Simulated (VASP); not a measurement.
Wanted: the native input for a VASP 6.6.1 run.

```yaml
Task: single point
Functional: r2SCAN
Dispersion: D3(BJ)
Potentials_or_basis: VASP PAW PBE potentials, release 64 (La, B)
Cutoff: 520 eV
k_mesh: 6 × 6 × 6
Occupations: gaussian, width 0.05 eV
Spin: no spin polarisation
Dipole_correction: no
Further_INCAR_settings: ALGO = Normal; EDIFF = 1e-07; NBANDS = 24
```

The system is LaB6.

```
CELL_PARAMETERS angstrom
4.16902 0.00000 0.00000
0.00000 4.16902 0.00000
0.00000 0.00000 4.16902
ATOMIC_POSITIONS crystal
La 0.00000 0.00000 0.00000
B 0.20010 0.50000 0.50000
B 0.79990 0.50000 0.50000
B 0.50000 0.50000 0.20010
B 0.50000 0.50000 0.79990
B 0.50000 0.20010 0.50000
B 0.50000 0.79990 0.50000
```

This cell differs from its parent crystal: volume scaled by 1.02.

One way to write it, as run:

POSCAR

```
LaB6
1.0
    4.1690223845      0.0000000000      0.0000000000
    0.0000000000      4.1690223845      0.0000000000
    0.0000000000      0.0000000000      4.1690223845
La B
1 6
Direct
    0.0000000000      0.0000000000      0.0000000000
    0.2000970326      0.5000000000      0.5000000000
    0.7999029674      0.5000000000      0.5000000000
    0.5000000000      0.5000000000      0.2000970326
    0.5000000000      0.5000000000      0.7999029674
    0.5000000000      0.2000970326      0.5000000000
    0.5000000000      0.7999029674      0.5000000000
```

INCAR.step1

```
SYSTEM = LaB6
  PREC = Accurate
  ENCUT = 520
  ISMEAR = 0
  SIGMA = 0.05
  LREAL = .False.
  LASPH = .True.
  NELM = 100
  NBANDS = 24
  GGA = PE
  ALGO = Normal
  EDIFF = 1E-4
  LWAVE = .True.
  LCHARG = .False.
```

INCAR.step2

```
SYSTEM = LaB6
  PREC = Accurate
  ENCUT = 520
  EDIFF = 1E-7
  ISMEAR = 0
  SIGMA = 0.05
  LREAL = .False.
  LASPH = .True.
  NELM = 100
  ALGO = Normal
  ISIF = 2
  LWAVE = .False.
  LCHARG = .False.
  METAGGA = R2SCAN
  LMIXTAU = .True.
  IVDW = 12
  VDW_S6 = 1.0
  VDW_S8 = 0.78981345
  VDW_A1 = 0.49484001
  VDW_A2 = 5.73083694
  NBANDS = 24
  ISTART = 1
```

KPOINTS

```
regular mesh
0
Gamma
  6 6 6
  0 0 0
```

Potentials or basis: VASP PAW PBE potentials, release 64 (La, B).

The run is started by

```sh
$ cat potpaw_PBE.64/La/POTCAR potpaw_PBE.64/B/POTCAR > POTCAR
$ cp INCAR.step1 INCAR
$ mpirun -np 1 vasp_std > vasp.out
$ cp INCAR.step2 INCAR
$ mpirun -np 1 vasp_std > vasp.out
```

Results of the run:

| Item | Value |
| --- | --- |
| Pressure | -4.0 GPa |
| Largest force | 0.021 eV/Å |
| Dispersion energy per atom | -0.119 eV |

Caveat: three body term missing; the PAW data sets were made with another functional, which shifts forces and pressure a little; pairwise dispersion overbinds metals, which lowers pressure and volume.

Run time: 2.4 min on 1 thread of AMD EPYC 9R45 96-Core Processor (Zen 5), on a shared host, peak memory 0.19 GiB.
